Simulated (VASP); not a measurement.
**Rh: relaxation of shape and atoms at fixed volume with PBE**

Rh:

```xyz
2
Lattice="2.7466 0.0000 0.0000 -1.3733 2.3786 0.0000 0.0000 0.0000 4.4220" Properties=species:S:1:pos:R:3 pbc="T T T"
Rh    1.3733    0.7929    3.3165
Rh    0.0000    1.5857    1.1055
```

This isn't the form of Rh at room conditions, which is fcc.

```json
{
 "Program": "VASP 6.6.1",
 "Task": "relaxation of shape and atoms at fixed volume",
 "Functional": "PBE",
 "Potentials or basis": "VASP PAW PBE potentials, release 64 (Rh_pv)",
 "Cutoff": "600 eV",
 "k mesh": "18 × 18 × 10",
 "Occupations": "fermi-dirac, width 0.15 eV",
 "Spin": "no spin polarisation",
 "Dipole correction": "no",
 "Further INCAR settings": "ALGO = Fast; EDIFF = 1e-06; IBRION = 2; EDIFFG = -0.001; NSW = 80; ISIF = 4"
}
```

- Energy gained by relaxing: 0.0 meV/atom
- Ionic steps: 14
- Pressure after relaxing: -4.8 GPa
- Band gap on the k mesh: zero (bands 15 and 16 overlap by 2.23 eV)

Final structure:
```cif
data_structure
_symmetry_space_group_name_H-M 'P 1'
_symmetry_Int_Tables_number 1
_cell_length_a 2.7472
_cell_length_b 2.7472
_cell_length_c 4.4200
_cell_angle_alpha 90.000
_cell_angle_beta 90.000
_cell_angle_gamma 120.000
_cell_volume 28.89
loop_
_atom_site_label
_atom_site_type_symbol
_atom_site_fract_x
_atom_site_fract_y
_atom_site_fract_z
_atom_site_occupancy
Rh1 Rh 0.66667 0.33333 0.75000 1
Rh2 Rh 0.33333 0.66667 0.25000 1
```

Levels at points of the mesh, in eV from the Fermi level:
| k point | band 12 | band 13 | band 14 | band 15 | band 16 | band 17 | band 18 | band 19 |
| --- | --- | --- | --- | --- | --- | --- | --- | --- |
| (0.00, 0.00, 0.00) | -2.29 | -2.29 | -1.78 | -1.78 | 0.15 | 0.15 | 0.86 | 8.25 |
| (0.50, 0.00, 0.00) | -2.03 | -1.99 | 0.39 | 0.61 | 0.68 | 2.89 | 4.90 | 10.03 |
| (0.00, 0.00, 0.50) | -2.90 | -2.90 | -2.90 | -0.38 | -0.38 | -0.38 | -0.38 | 14.69 |
| (0.50, 0.00, 0.50) | -1.54 | -0.25 | -0.25 | 0.56 | 0.56 | 2.62 | 2.62 | 8.88 |

Wall time 4.4 min on 1 thread of Oxide Virtual Turin-like Processor, on a shared host, peak memory 0.22 GiB.
